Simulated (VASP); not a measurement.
# La (Pm-3m) in VASP: notebook

The runs below take La through single point, with PBE.

Program: VASP 6.6.1. These are calculated values, not measurements. Logs are shortened: lines on timing, memory, paths and dates and some standing lists are left out, and cuts for length are marked.

### 1 The cell of the first run

It takes space group Pm-3m (No. 221, cubic). Conventional cell: a = 3.282 Å, b = 3.282 Å, c = 3.282 Å, α = 90.00°, β = 90.00°, γ = 90.00°. La (site symmetry m-3m) has 6 La at 3.28 Å within 4.3 Å.

This isn't the form of La at room conditions, which is double hcp.

### 2 Single point, PBE (35.35 Å³/atom)

Contents of INCAR:

```
SYSTEM = La
PREC     = Accurate       ! precision mode
ENCUT    = 520            ! plane-wave cutoff, eV
EDIFF    = 1E-6           ! SCF threshold, eV
ISMEAR   = -1             ! smearing method
SIGMA    = 0.1            ! smearing width, eV
LREAL    = .False.        ! projectors in reciprocal space
LASPH    = .True.         ! aspherical terms in the spheres
NELM     = 60             ! most SCF steps
ALGO     = Normal         ! electronic algorithm
ISIF     = 2              ! what is computed and relaxed
LWAVE    = .False.        ! write WAVECAR
LCHARG   = .True.         ! write CHGCAR
GGA      = PE             ! functional
LELF     = .True.         ! ELF
LVHAR    = .True.       
NBANDS   = 12             ! bands
```

Contents of KPOINTS:

```
Automatic mesh
0
Gamma
  16 16 16
  0 0 0
```

Contents of POSCAR:

```
La
1.0
    3.2819072144      0.0000000000      0.0000000000
    0.0000000000      3.2819072144      0.0000000000
    0.0000000000      0.0000000000      3.2819072144
La
1
Direct
    0.0000000000      0.0000000000      0.0000000000
```

Potentials or basis: VASP PAW PBE potentials, release 64 (La).

On the command line:

```
cat potpaw_PBE.64/La/POTCAR > POTCAR
mpirun -np 1 vasp_std > vasp.out
```

OUTCAR:

```text
SYSTEM = La
   PREC = Accurate
   ENCUT = 520
   EDIFF = 1E-6
   ISMEAR = -1
   LREAL = .False.
   LASPH = .True.
   NELM = 60
   ISIF = 2
   GGA = PE

 ion  position               nearest neighbor table
   1  0.000  0.000  0.000-

  LATTYP: Found a simple cubic cell.
 ALAT       =     3.2819072144

  Lattice vectors:

 A1 = (   3.2819072144,   0.0000000000,   0.0000000000)
 A2 = (   0.0000000000,   3.2819072144,   0.0000000000)
 A3 = (   0.0000000000,   0.0000000000,   3.2819072144)

Analysis of symmetry for initial positions (statically):
=====================================================================
 Subroutine PRICEL returns:
 Original cell was already a primitive cell.

 Routine SETGRP: Setting up the symmetry group for a
 simple cubic supercell.

 Subroutine GETGRP returns: Found 48 space group operations
 (whereof 48 operations were pure point group operations)
 out of a pool of 48 trial point group operations.

The static configuration has the point symmetry O_h .

Analysis of symmetry for dynamics (positions and initial velocities):
=====================================================================
 Subroutine PRICEL returns:
 Original cell was already a primitive cell.

 Routine SETGRP: Setting up the symmetry group for a
 simple cubic supercell.

 Subroutine GETGRP returns: Found 48 space group operations
 (whereof 48 operations were pure point group operations)
 out of a pool of 48 trial point group operations.

The dynamic configuration has the point symmetry O_h .

 Subroutine INISYM returns: Found 48 space group operations
 (whereof 48 operations are pure point group operations),
 and found     1 'primitive' translations

----------------------------------------------------------------------------------------

                                     Primitive cell

  volume of cell :      35.3491

  direct lattice vectors                    reciprocal lattice vectors
     3.281907214  0.000000000  0.000000000     0.304700875  0.000000000  0.000000000
     0.000000000  3.281907214  0.000000000     0.000000000  0.304700875  0.000000000
     0.000000000  0.000000000  3.281907214     0.000000000  0.000000000  0.304700875

  length of vectors
     3.281907214  3.281907214  3.281907214     0.304700875  0.304700875  0.304700875

  position of ions in fractional coordinates (direct lattice)
     0.000000000  0.000000000  0.000000000

  ion indices of the primitive-cell ions
   primitive index   ion index
                 1           1

----------------------------------------------------------------------------------------

 KPOINTS: Automatic mesh

Automatic generation of k-mesh.
 Grid dimensions read from file:
 generate k-points for:   16   16   16

 Generating k-lattice:

  Cartesian coordinates                     Fractional coordinates (reciprocal lattice)
     0.019043805  0.000000000  0.000000000     0.062500000  0.000000000  0.000000000
     0.000000000  0.019043805  0.000000000     0.000000000  0.062500000  0.000000000
     0.000000000  0.000000000  0.019043805     0.000000000  0.000000000  0.062500000

  Length of vectors
     0.019043805  0.019043805  0.019043805

  Shift w.r.t. Gamma in fractional coordinates (k-lattice)
     0.000000000  0.000000000  0.000000000

 Subroutine IBZKPT returns following result:
 ===========================================

 Found    165 irreducible k-points:

 Following reciprocal coordinates:
            Coordinates               Weight
  0.000000  0.000000  0.000000      1.000000
  0.062500  0.000000  0.000000      6.000000
  0.125000  0.000000  0.000000      6.000000
  0.187500  0.000000  0.000000      6.000000
  0.250000  0.000000  0.000000      6.000000
  0.312500  0.000000  0.000000      6.000000
[... 16 lines left out ...]
  0.437500  0.125000  0.000000     24.000000
  0.500000  0.125000  0.000000     12.000000
 [... further k-points ...]
   k-points           NKPTS =    165   k-points in BZ     NKDIM =    165   number of bands    NBANDS=     12
   number of dos      NEDOS =    301   number of ions     NIONS =      1
   total plane-waves  NPLWV =  13824
   dimension x,y,z NGX =    24 NGY =   24 NGZ =   24
   dimension x,y,z NGXF=    48 NGYF=   48 NGZF=   48
   ions per type =               1
   NGX,Y,Z   is equivalent  to a cutoff of  12.16, 12.16, 12.16 a.u.
   NGXF,Y,Z  is equivalent  to a cutoff of  24.31, 24.31, 24.31 a.u.
 SYSTEM =  La
   PREC   = accura    normal or accurate (medium, high low for compatibility)
   ISTART =      0    job   : 0-new  1-cont  2-samecut
   ICHARG =      2    charge: 1-file 2-atom 10-const
   ISPIN  =      1    spin polarized calculation?
   LNONCOLLINEAR =      F non collinear calculations
   LSORBIT =      F    spin-orbit coupling
   LASPH  =      T    aspherical Exc in radial PAW
   ENCUT  =  520.0 eV  38.22 Ry    6.18 a.u.   6.10  6.10  6.10*2*pi/ulx,y,z
   NELM   =     60;   NELMIN=  2; NELMDL= -5     # of ELM steps
   EDIFF  = 0.1E-05   stopping-criterion for ELM
   LREAL  =      F    real-space projection
   EDIFFG = 0.1E-04   stopping-criterion for IOM
   NSW    =      0    number of steps for IOM
   IBRION =     -1    ionic relax: 0-MD 1-quasi-New 2-CG
   NFREE  =      0    steps in history (QN), initial steepest desc. (CG)
   ISIF   =      2    stress and relaxation
   ISYM   =      2    0-nonsym 1-usesym 2-fastsym
   POTIM  = 0.5000    time-step for ionic-motion
   TEBEG  =    0.0;   TEEND  =   0.0 temperature during run
   PSTRESS=    0.0 pullay stress
   NELECT =      11.0000    total number of electrons
   NUPDOWN=      -1.0000    fix difference up-down
   EMIN   =  10.00;   EMAX   =-10.00  energy-range for DOS
   EFERMI =   0.00;   METHOD = LEGACY
   ISMEAR =    -1;   SIGMA  =   0.10  broadening in eV -4-tet -1-fermi 0-gaus
   EFERMI_NEDOS =   21; number of points for ismear=-14 and -15
   IALGO  =     38    algorithm
   IMIX   =      4    mixing-type and parameters
     AMIX     =   0.40;   BMIX     =  1.00
     AMIX_MAG =   1.60;   BMIX_MAG =  1.00
  volume/ion in A,a.u.               =      35.35       238.55
  Fermi-wavevector in a.u.,A,eV,Ry     =   1.109378  2.096420 16.744947  1.230719
  Thomas-Fermi vector in A             =   2.245917
   LORBIT       =      0    0 simple, 1 ext, 2 COOP (PROOUT), +10 PAW based schemes
   GGA     = PE    functional components
[... 5 lines left out ...]
 non-spin polarized calculation
  energy-cutoff  :      520.00
  volume of cell :       35.35
 maximum number of plane-waves:       971
   NGX = 13   NGY = 13   NGZ = 13

 number of electron      11.0000004 magnetization

 Free energy of the ion-electron system (eV)
  ---------------------------------------------------
  ext. energy  EPLUGINS =         0.00000000
  ---------------------------------------------------
  free energy    TOTEN  =        -4.40964088 eV

  energy without entropy =       -4.34420404  energy(sigma->0) =       -4.37692246

 E-fermi :   8.2017     XC(G=0):  -9.7055

 val. band max:        8.1998855618   @ k =   0.3750   0.1875   0.0625
 cond. band min:       8.2199718116   @ k =   0.2500   0.2500   0.0625
 fundamental gap:      0.0200862497
 Fermi energy:         8.2016963238

 k-point     1 :       0.0000    0.0000    0.0000
  band No.  band energies     occupation
      1     -24.8765      2.00000
      2      -7.4943      2.00000
      3      -7.4943      2.00000
      4      -7.4943      2.00000
      5       5.3930      2.00000
      6       7.0248      1.99998
      7       7.0248      1.99998
      8      10.1779      0.00000
      9      10.1779      0.00000
     10      10.1779      0.00000
     11      10.4046      0.00000
     12      10.4046      0.00000

 k-point     2 :       0.0625    0.0000    0.0000
  band No.  band energies     occupation
      1     -24.8667      2.00000
      2      -7.5906      2.00000
      3      -7.4862      2.00000
      4      -7.4862      2.00000
      5       5.4935      2.00000
      6       7.0502      1.99998
      7       7.1568      1.99994
      8      10.1648      0.00000
      9      10.1827      0.00000
     10      10.1827      0.00000
     11      10.3914      0.00000
     12      10.4076      0.00000

 k-point     3 :       0.1250    0.0000    0.0000
  band No.  band energies     occupation
      1     -24.8384      2.00000
      2      -7.8549      2.00000
      3      -7.4630      2.00000
      4      -7.4630      2.00000
      5       5.7479      2.00000
      6       7.1246      1.99996
      7       7.5650      1.99657
      8      10.1258      0.00000
      9      10.1968      0.00000
     10      10.1968      0.00000
     11      10.3243      0.00000
     12      10.4169      0.00000
[... 286 lines left out ...]
 k-point    23 :       0.4375    0.1250    0.0000
  band No.  band energies     occupation
      1     -24.5790      2.00000
      2      -9.4778      2.00000
      3      -7.6193      2.00000
      4      -7.2539      2.00000
      5       7.7173      1.98437
      6       8.2779      0.63659
      7       8.7402      0.00913
      8       9.6204      0.00000
      9      10.2684      0.00000
     10      10.3295      0.00000
     11      10.3455      0.00000
     12      10.4858      0.00000

 k-point    24 :       0.5000    0.1250    0.0000
  band No.  band energies     occupation
      1     -24.5682      2.00000
      2      -9.5456      2.00000
      3      -7.6097      2.00000
      4      -7.2454      2.00000
      5       7.8624      1.93500
      6       8.4240      0.19535
      7       8.5026      0.09401
      8       9.5754      0.00000
      9      10.2737      0.00000
     10      10.3503      0.00000
     11      10.3680      0.00000
     12      10.4824      0.00000

 [... further k-points ...]

------------------------ aborting loop because EDIFF is reached ----------------------------------------

  FORCE on cell =-STRESS in cart. coord.  units (eV):
  Direction    XX          YY          ZZ          XY          YZ          ZX
  --------------------------------------------------------------------------------------
  -------------------------------------------------------------------------------------
  Total        0.2335930      0.2335930      0.2335930      0.0000000      0.0000000      0.0000000
  in kB       10.5874514     10.5874514     10.5874514      0.0000000      0.0000000      0.0000000
  external PRESSURE =      10.5874514 kB  Pullay stress =       0.0000000 kB

 VOLUME and BASIS-vectors are now :
 -----------------------------------------------------------------------------
  energy-cutoff  :      520.00
  volume of cell :       35.35
      direct lattice vectors                 reciprocal lattice vectors
     3.281907214  0.000000000  0.000000000     0.304700875  0.000000000  0.000000000
     0.000000000  3.281907214  0.000000000     0.000000000  0.304700875  0.000000000
     0.000000000  0.000000000  3.281907214     0.000000000  0.000000000  0.304700875

 POSITION                                       TOTAL-FORCE (eV/Angst)
 -----------------------------------------------------------------------------------
      0.00000      0.00000      0.00000         0.000000      0.000000      0.000000
 -----------------------------------------------------------------------------------
    total drift:                               -0.000000      0.000000      0.000000

  FREE ENERGIE OF THE ION-ELECTRON SYSTEM (eV)
  ---------------------------------------------------
  free  energy   TOTEN  =        -4.4096408814 eV

  energy  without entropy=       -4.3442040443  energy(sigma->0) =       -4.37692246
```

It took 26 s on 1 thread of Intel Xeon Platinum 8488C (Sapphire Rapids), shared host; peak memory 0.21 GiB.

What came out:

```
Free energy            : -4.4096 eV
Pressure               : 1.1 GPa
Band gap on the k mesh : zero (an odd number of electrons rules out a gap without spin polarisation)
```

Levels at points of the mesh, in eV from the Fermi level:
```tsv
k point	band 2	band 3	band 4	band 5	band 6	band 7	band 8	band 9
(0.00, 0.00, 0.00)	-15.70	-15.70	-15.70	-2.81	-1.18	-1.18	1.98	1.98
(0.50, 0.00, 0.00)	-17.79	-15.48	-15.48	-0.57	-0.31	0.95	1.44	2.11
(0.50, 0.50, 0.00)	-17.46	-17.46	-15.27	-2.57	0.63	1.50	1.50	2.10
(0.50, 0.50, 0.50)	-17.15	-17.15	-17.15	-1.17	-1.17	-1.17	1.21	2.07
```

Caveat: spin-orbit coupling is left out, which moves the levels of the heavy elements.

### 3 Single point, PBE

This run uses another cell than the first one, of 36.82 Å³/atom.

Contents of INCAR:

```
PREC = Accurate ; ENCUT = 520
EDIFF = 1E-7 ; ISMEAR = -1
SIGMA = 0.1 ; LREAL = False
LASPH = True ; NELM = 80
ALGO = Normal ; ISIF = 2
LWAVE = False ; LCHARG = False
GGA = PE ; NBANDS = 12
```

Contents of KPOINTS:

```
Automatic mesh
0
Gamma
  16 16 16
```

Contents of POSCAR:

```
La
1.0
    3.3268704348      0.0000000000      0.0000000000
    0.0000000000      3.3268704348      0.0000000000
    0.0000000000      0.0000000000      3.3268704348
La
1
Direct
    0.0000000000      0.0000000000      0.0000000000
```

Potentials or basis: VASP PAW PBE potentials, release 64 (La).

On the command line:

```
cat potpaw_PBE.64/La/POTCAR > POTCAR
mpirun -np 1 vasp_std > vasp.out
```

It took 52 s on 1 thread of Intel Xeon Platinum 8488C (Sapphire Rapids), shared host; peak memory 0.23 GiB.

It converged, with:

| Item | Value |
| --- | --- |
| Free energy | -4.4147 eV |
| Pressure | 0.0 GPa |
| Band gap on the k mesh | zero (an odd number of electrons rules out a gap without spin polarisation) |

Levels at points of the mesh, in eV from the Fermi level:
| k point | band 3 | band 4 | band 5 | band 6 | band 7 | band 8 |
| --- | --- | --- | --- | --- | --- | --- |
| (0.00, 0.00, 0.00) | -15.82 | -15.82 | -2.85 | -1.11 | -1.11 | 1.89 |
| (0.50, 0.00, 0.00) | -15.63 | -15.63 | -0.65 | -0.28 | 0.92 | 1.41 |
| (0.50, 0.50, 0.00) | -17.42 | -15.45 | -2.42 | 0.56 | 1.46 | 1.46 |
| (0.50, 0.50, 0.50) | -17.15 | -17.15 | -1.08 | -1.08 | -1.08 | 1.20 |

Caveat: spin-orbit coupling is left out, which moves the levels of the heavy elements.

### 4 Single point, PBE (38.29 Å³/atom)

This run uses another cell than the first one, of 38.29 Å³/atom.

Contents of INCAR:

```
ALGO = Normal
EDIFF = 1E-7
ENCUT = 520
GGA = PE
ISIF = 2
ISMEAR = -1
LASPH = T
LCHARG = F
LREAL = F
LWAVE = F
NBANDS = 12
NELM = 100
PREC = Accurate
SIGMA = 0.1
```

Contents of KPOINTS:

```
k-points
0
Gamma
  16 16 16
```

Contents of POSCAR:

```
La
1.0
    3.3706500663      0.0000000000      0.0000000000
    0.0000000000      3.3706500663      0.0000000000
    0.0000000000      0.0000000000      3.3706500663
La
1
Direct
    0.0000000000      0.0000000000      0.0000000000
```

On the command line:

```
cat potpaw_PBE.64/La/POTCAR > POTCAR
mpirun -np 1 vasp_std > vasp.out
```

Wall time 51 s (1 thread of Intel Xeon Platinum 8488C (Sapphire Rapids), shared host); peak memory 0.23 GiB.

It converged, with:

* Free energy: -4.4111 eV
* Pressure: -0.8 GPa
* Band gap on the k mesh: zero (an odd number of electrons rules out a gap without spin polarisation)

Levels at points of the mesh, in eV from the Fermi level:
```tsv
k point	band 1	band 2	band 3	band 4	band 5	band 6	band 7	band 8	band 9	band 10
(0.00, 0.00, 0.00)	-33.12	-15.94	-15.94	-15.94	-2.87	-1.04	-1.04	1.81	1.81	1.81
(0.50, 0.00, 0.00)	-32.92	-17.66	-15.77	-15.77	-0.72	-0.25	0.88	1.37	1.93	1.93
(0.50, 0.50, 0.00)	-32.72	-17.39	-17.39	-15.61	-2.28	0.50	1.41	1.41	1.92	1.97
(0.50, 0.50, 0.50)	-32.52	-17.15	-17.15	-17.15	-1.00	-1.00	-1.00	1.19	1.88	1.88
```

Caveat: spin-orbit coupling is left out, which moves the levels of the heavy elements.

### 5 Single point, PBE (39.77 Å³/atom)

This run uses another cell than the first one, of 39.77 Å³/atom.

Contents of INCAR:

```
SYSTEM = La
PREC = Accurate ; ENCUT = 520
EDIFF = 1E-6 ; ISMEAR = -1
SIGMA = 0.1 ; LREAL = .False.
LASPH = .True. ; NELM = 60
ALGO = Normal ; ISIF = 2
LWAVE = .False. ; LCHARG = .False.
GGA = PE ; NBANDS = 12
```

Contents of KPOINTS:

```
regular mesh
0
Gamma
  16 16 16
  0 0 0
```

Contents of POSCAR:

```
La
1.0
    3.4133210527      0.0000000000      0.0000000000
    0.0000000000      3.4133210527      0.0000000000
    0.0000000000      0.0000000000      3.4133210527
La
1
Direct
    0.0000000000      0.0000000000      0.0000000000
```

On the command line:

```
cat potpaw_PBE.64/La/POTCAR > POTCAR
mpirun -np 1 vasp_std > vasp.out
```

Run time: 49 s. Hardware: 1 thread of Intel Xeon Platinum 8488C (Sapphire Rapids), shared host; peak memory 0.23 GiB.

Results (log left out):

```
Free energy            : -4.4003 eV
Pressure               : -1.5 GPa
Band gap on the k mesh : zero (an odd number of electrons rules out a gap without spin polarisation)
```

Levels at points of the mesh, in eV from the Fermi level:
| k point | band 1 | band 2 | band 3 | band 4 | band 5 | band 6 | band 7 | band 8 | band 9 | band 10 |
| --- | --- | --- | --- | --- | --- | --- | --- | --- | --- | --- |
| (0.00, 0.00, 0.00) | -33.15 | -16.05 | -16.05 | -16.05 | -2.89 | -0.99 | -0.99 | 1.74 | 1.74 | 1.74 |
| (0.50, 0.00, 0.00) | -32.97 | -17.61 | -15.90 | -15.90 | -0.77 | -0.23 | 0.85 | 1.33 | 1.84 | 1.84 |
| (0.50, 0.50, 0.00) | -32.80 | -17.37 | -17.37 | -15.75 | -2.16 | 0.45 | 1.37 | 1.37 | 1.84 | 1.88 |
| (0.50, 0.50, 0.50) | -32.63 | -17.15 | -17.15 | -17.15 | -0.92 | -0.92 | -0.92 | 1.17 | 1.79 | 1.79 |

Caveat: spin-orbit coupling is left out, which moves the levels of the heavy elements.

### 6 Summary

| cell | gap on the mesh (eV) | pressure (GPa) |
| --- | --- | --- |
| a = 3.282 Å, 1 atom | none | 1.1 |
| a = 3.327 Å, 1 atom | none | 0.0 |
| a = 3.371 Å, 1 atom | none | -0.8 |
| a = 3.413 Å, 1 atom | none | -1.5 |

Alike in all rows: task single point; level PBE; potentials or basis VASP PAW PBE potentials, release 64 (La); no spin polarisation; k mesh 16 × 16 × 16; cutoff (eV) 520; smearing fermi-dirac 0.1 eV.

Caveats: spin-orbit coupling is left out, which moves the levels of the heavy elements.

Total energies depend on the potentials used, so only differences within one code and one set of settings carry meaning.
